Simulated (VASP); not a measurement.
# B (Im-3m) in VASP: notebook

Runs on B. Level: LDA. Tasks: single point, relaxation of cell and atoms.

All numbers are computed with VASP 6.6.1; they aren't measurements. Logs are shortened: lines on timing, memory, paths and dates and some standing lists are left out, and cuts for length are marked.

### Step 1. The cell of the first run

The structure is cubic, space group Im-3m (No. 229). Conventional cell: a = 2.340 Å, b = 2.340 Å, c = 2.340 Å, α = 90.00°, β = 90.00°, γ = 90.00°. B (site symmetry m-3m) has 14 B at 2.03 to 2.34 Å within 2.7 Å.

### Step 2. Single point, LDA (volume scaled by 1.08)

File INCAR:

```
PREC     = Accurate       # precision mode
ENCUT    = 520            # plane-wave cutoff, eV
EDIFF    = 1E-7           # SCF threshold, eV
ISMEAR   = -1             # smearing method
SIGMA    = 0.1            # smearing width, eV
LREAL    = F              # projectors in reciprocal space
LASPH    = T              # aspherical terms in the spheres
NELM     = 80             # most SCF steps
ALGO     = Normal         # electronic algorithm
ISIF     = 2              # what is computed and relaxed
LWAVE    = F              # write WAVECAR
LCHARG   = F              # write CHGCAR
NBANDS   = 8              # bands
```

File KPOINTS:

```
Automatic mesh
0
Gamma
  22 22 22
```

File POSCAR:

```
B
1.0
   -1.1702034181      1.1702034181      1.1702034181
    1.1702034181     -1.1702034181      1.1702034181
    1.1702034181      1.1702034181     -1.1702034181
B
1
Direct
    0.0000000000      0.0000000000      0.0000000000
```

Potentials or basis: VASP PAW LDA potentials, release 64 (B).

Run with:

```bash
$ cat potpaw_LDA.64/B/POTCAR > POTCAR
$ mpirun -np 1 vasp_std > vasp.out
```

OUTCAR:

```text
PREC = Accurate
   ENCUT = 520
   EDIFF = 1E-7
   ISMEAR = -1
   LREAL = F
   LASPH = T
   NELM = 80
   ISIF = 2

 ion  position               nearest neighbor table
   1  0.000  0.000  0.000-

  LATTYP: Found a body centered cubic cell.
 ALAT       =     2.3404068362

  Lattice vectors:

 A1 = (  -1.1702034181,   1.1702034181,   1.1702034181)
 A2 = (   1.1702034181,  -1.1702034181,   1.1702034181)
 A3 = (   1.1702034181,   1.1702034181,  -1.1702034181)

Analysis of symmetry for initial positions (statically):
=====================================================================
 Subroutine PRICEL returns:
 Original cell was already a primitive cell.

 Routine SETGRP: Setting up the symmetry group for a
 body centered cubic supercell.

 Subroutine GETGRP returns: Found 48 space group operations
 (whereof 48 operations were pure point group operations)
 out of a pool of 48 trial point group operations.

The static configuration has the point symmetry O_h .

Analysis of symmetry for dynamics (positions and initial velocities):
=====================================================================
 Subroutine PRICEL returns:
 Original cell was already a primitive cell.

 Routine SETGRP: Setting up the symmetry group for a
 body centered cubic supercell.

 Subroutine GETGRP returns: Found 48 space group operations
 (whereof 48 operations were pure point group operations)
 out of a pool of 48 trial point group operations.

The dynamic configuration has the point symmetry O_h .

 Subroutine INISYM returns: Found 48 space group operations
 (whereof 48 operations are pure point group operations),
 and found     1 'primitive' translations

----------------------------------------------------------------------------------------

                                     Primitive cell

  volume of cell :       6.4098

  direct lattice vectors                    reciprocal lattice vectors
    -1.170203418  1.170203418  1.170203418     0.000000000  0.427276140  0.427276140
     1.170203418 -1.170203418  1.170203418     0.427276140  0.000000000  0.427276140
     1.170203418  1.170203418 -1.170203418     0.427276140  0.427276140  0.000000000

  length of vectors
     2.026851775  2.026851775  2.026851775     0.604259713  0.604259713  0.604259713

  position of ions in fractional coordinates (direct lattice)
     0.000000000  0.000000000  0.000000000

  ion indices of the primitive-cell ions
   primitive index   ion index
                 1           1

----------------------------------------------------------------------------------------

 KPOINTS: Automatic mesh

Automatic generation of k-mesh.
 Grid dimensions read from file:
 generate k-points for:   22   22   22

 Generating k-lattice:

  Cartesian coordinates                     Fractional coordinates (reciprocal lattice)
     0.000000000  0.019421643  0.019421643     0.045454545  0.000000000  0.000000000
     0.019421643  0.000000000  0.019421643     0.000000000  0.045454545  0.000000000
     0.019421643  0.019421643  0.000000000     0.000000000  0.000000000  0.045454545

  Length of vectors
     0.027466351  0.027466351  0.027466351

  Shift w.r.t. Gamma in fractional coordinates (k-lattice)
     0.000000000  0.000000000  0.000000000

 Subroutine IBZKPT returns following result:
 ===========================================

 Found    328 irreducible k-points:

 Following reciprocal coordinates:
            Coordinates               Weight
  0.000000  0.000000  0.000000      1.000000
  0.045455  0.000000  0.000000     12.000000
  0.090909  0.000000  0.000000     12.000000
  0.136364  0.000000  0.000000     12.000000
  0.181818  0.000000  0.000000     12.000000
  0.227273  0.000000  0.000000     12.000000
[... 16 lines left out ...]
  0.090909  0.090909  0.000000     24.000000
  0.136364  0.090909  0.000000     48.000000
 [... further k-points ...]
   k-points           NKPTS =    328   k-points in BZ     NKDIM =    328   number of bands    NBANDS=      8
   number of dos      NEDOS =    301   number of ions     NIONS =      1
   total plane-waves  NPLWV =   4096
   dimension x,y,z NGX =    16 NGY =   16 NGZ =   16
   dimension x,y,z NGXF=    32 NGYF=   32 NGZF=   32
   ions per type =               1
   NGX,Y,Z   is equivalent  to a cutoff of  13.12, 13.12, 13.12 a.u.
   NGXF,Y,Z  is equivalent  to a cutoff of  26.25, 26.25, 26.25 a.u.
 SYSTEM =  unknown system
   PREC   = accura    normal or accurate (medium, high low for compatibility)
   ISTART =      0    job   : 0-new  1-cont  2-samecut
   ICHARG =      2    charge: 1-file 2-atom 10-const
   ISPIN  =      1    spin polarized calculation?
   LNONCOLLINEAR =      F non collinear calculations
   LSORBIT =      F    spin-orbit coupling
   LASPH  =      T    aspherical Exc in radial PAW
   ENCUT  =  520.0 eV  38.22 Ry    6.18 a.u.   3.77  3.77  3.77*2*pi/ulx,y,z
   NELM   =     80;   NELMIN=  2; NELMDL= -5     # of ELM steps
   EDIFF  = 0.1E-06   stopping-criterion for ELM
   LREAL  =      F    real-space projection
   EDIFFG = 0.1E-05   stopping-criterion for IOM
   NSW    =      0    number of steps for IOM
   IBRION =     -1    ionic relax: 0-MD 1-quasi-New 2-CG
   NFREE  =      0    steps in history (QN), initial steepest desc. (CG)
   ISIF   =      2    stress and relaxation
   ISYM   =      2    0-nonsym 1-usesym 2-fastsym
   POTIM  = 0.5000    time-step for ionic-motion
   TEBEG  =    0.0;   TEEND  =   0.0 temperature during run
   PSTRESS=    0.0 pullay stress
   NELECT =       3.0000    total number of electrons
   NUPDOWN=      -1.0000    fix difference up-down
   EMIN   =  10.00;   EMAX   =-10.00  energy-range for DOS
   EFERMI =   0.00;   METHOD = LEGACY
   ISMEAR =    -1;   SIGMA  =   0.10  broadening in eV -4-tet -1-fermi 0-gaus
   EFERMI_NEDOS =   21; number of points for ismear=-14 and -15
   IALGO  =     38    algorithm
   IMIX   =      4    mixing-type and parameters
     AMIX     =   0.40;   BMIX     =  1.00
     AMIX_MAG =   1.60;   BMIX_MAG =  1.00
  volume/ion in A,a.u.               =       6.41        43.26
  Fermi-wavevector in a.u.,A,eV,Ry     =   1.271063  2.401962 21.981603  1.615602
  Thomas-Fermi vector in A             =   2.404017
   LORBIT       =      0    0 simple, 1 ext, 2 COOP (PROOUT), +10 PAW based schemes
   GGA     = CA    functional components
   LHFCALC =     F    Hartree Fock is set to
   AEXX    =    0.0000 exact exchange contribution
   IVDW    =     0    specifies the selected vdW correction
   LEPSILON=     F    determine dielectric tensor
   LRPA    =     F    only Hartree local field effects (RPA)
 non-spin polarized calculation
  energy-cutoff  :      520.00
  volume of cell :        6.41
 maximum number of plane-waves:       180
   NGX =  7   NGY =  7   NGZ =  7

 number of electron       3.0000000 magnetization

 Free energy of the ion-electron system (eV)
  ---------------------------------------------------
  ext. energy  EPLUGINS =         0.00000000
  ---------------------------------------------------
  free energy    TOTEN  =        -5.71835039 eV

  energy without entropy =       -5.71064689  energy(sigma->0) =       -5.71449864

 E-fermi :   9.6662     XC(G=0): -12.6906

 val. band max:        9.5804952148   @ k =  -0.4545   0.4545   0.3636
 cond. band min:       9.6692675790   @ k =  -0.3182   0.4545   0.0455
 fundamental gap:      0.0887723642
 Fermi energy:         9.6662472946

 k-point     1 :       0.0000    0.0000    0.0000
  band No.  band energies     occupation
      1      -8.3410      2.00000
      2      24.2862      0.00000
      3      24.2862      0.00000
      4      24.2862      0.00000
      5      42.7372      0.00000
      6      42.7372      0.00000
      7      42.7372      0.00000
      8      46.5045      0.00000

 k-point     2 :       0.0455    0.0000    0.0000
  band No.  band energies     occupation
      1      -8.2503      2.00000
      2      24.0044      0.00000
      3      24.0712      0.00000
      4      24.2346      0.00000
      5      41.8655      0.00000
      6      41.8701      0.00000
      7      43.1653      0.00000
      8      45.0640      0.00000

 k-point     3 :       0.0909    0.0000    0.0000
  band No.  band energies     occupation
      1      -7.9783      2.00000
      2      23.1486      0.00000
      3      23.4858      0.00000
      4      24.0826      0.00000
      5      39.6814      0.00000
      6      40.1986      0.00000
      7      44.3897      0.00000
      8      44.5310      0.00000

 k-point     4 :       0.1364    0.0000    0.0000
  band No.  band energies     occupation
      1      -7.5252      2.00000
      2      21.7196      0.00000
      3      22.6642      0.00000
      4      23.8391      0.00000
      5      37.6731      0.00000
      6      38.4753      0.00000
      7      43.8242      0.00000
      8      45.8872      0.00000

 k-point     5 :       0.1818    0.0000    0.0000
  band No.  band energies     occupation
      1      -6.8918      2.00000
      2      19.7906      0.00000
      3      21.7419      0.00000
      4      23.5217      0.00000
      5      36.2359      0.00000
      6      36.8819      0.00000
      7      43.5035      0.00000
      8      47.0804      0.00000
[... 177 lines left out ...]
 k-point    22 :       0.4545    0.0455    0.0000
  band No.  band energies     occupation
      1       0.7398      2.00000
      2       5.4805      2.00000
      3      17.6448      0.00000
      4      21.2734      0.00000
      5      32.0561      0.00000
      6      34.7951      0.00000
      7      47.7037      0.00000
      8      49.6748      0.00000

 k-point    23 :       0.0909    0.0909    0.0000
  band No.  band energies     occupation
      1      -7.2534      2.00000
      2      21.2903      0.00000
      3      22.0448      0.00000
      4      23.3496      0.00000
      5      37.0579      0.00000
      6      37.8673      0.00000
      7      43.3888      0.00000
      8      46.6277      0.00000

 k-point    24 :       0.1364    0.0909    0.0000
  band No.  band energies     occupation
      1      -6.6202      2.00000
      2      19.7539      0.00000
      3      20.8337      0.00000
      4      22.8788      0.00000
      5      36.0065      0.00000
      6      36.8517      0.00000
      7      43.4127      0.00000
      8      47.8288      0.00000

 [... further k-points ...]
[... 5 lines left out ...]
  --------------------------------------------------------------------------------------
  -------------------------------------------------------------------------------------
  Total       -0.6485387     -0.6485387     -0.6485387     -0.0000000     -0.0000000      0.0000000
  in kB     -162.1072276   -162.1072276   -162.1072276     -0.0000000     -0.0000000      0.0000000
  external PRESSURE =    -162.1072276 kB  Pullay stress =       0.0000000 kB

 VOLUME and BASIS-vectors are now :
 -----------------------------------------------------------------------------
  energy-cutoff  :      520.00
  volume of cell :        6.41
      direct lattice vectors                 reciprocal lattice vectors
    -1.170203418  1.170203418  1.170203418     0.000000000  0.427276140  0.427276140
     1.170203418 -1.170203418  1.170203418     0.427276140  0.000000000  0.427276140
     1.170203418  1.170203418 -1.170203418     0.427276140  0.427276140  0.000000000

 POSITION                                       TOTAL-FORCE (eV/Angst)
 -----------------------------------------------------------------------------------
      0.00000      0.00000      0.00000        -0.000000     -0.000000     -0.000000
 -----------------------------------------------------------------------------------
    total drift:                               -0.000000      0.000000      0.000000

  FREE ENERGIE OF THE ION-ELECTRON SYSTEM (eV)
  ---------------------------------------------------
  free  energy   TOTEN  =        -5.7183503856 eV

  energy  without entropy=       -5.7106468881  energy(sigma->0) =       -5.71449864
```

Run time: 4.1 s. Hardware: 1 thread of Intel Xeon 6975P-C (Granite Rapids), shared host; peak memory 0.11 GiB.

Results:

```
Free energy : -5.7184 eV
Pressure    : -16.2 GPa
```

(Part 1 of 2 ends here.)
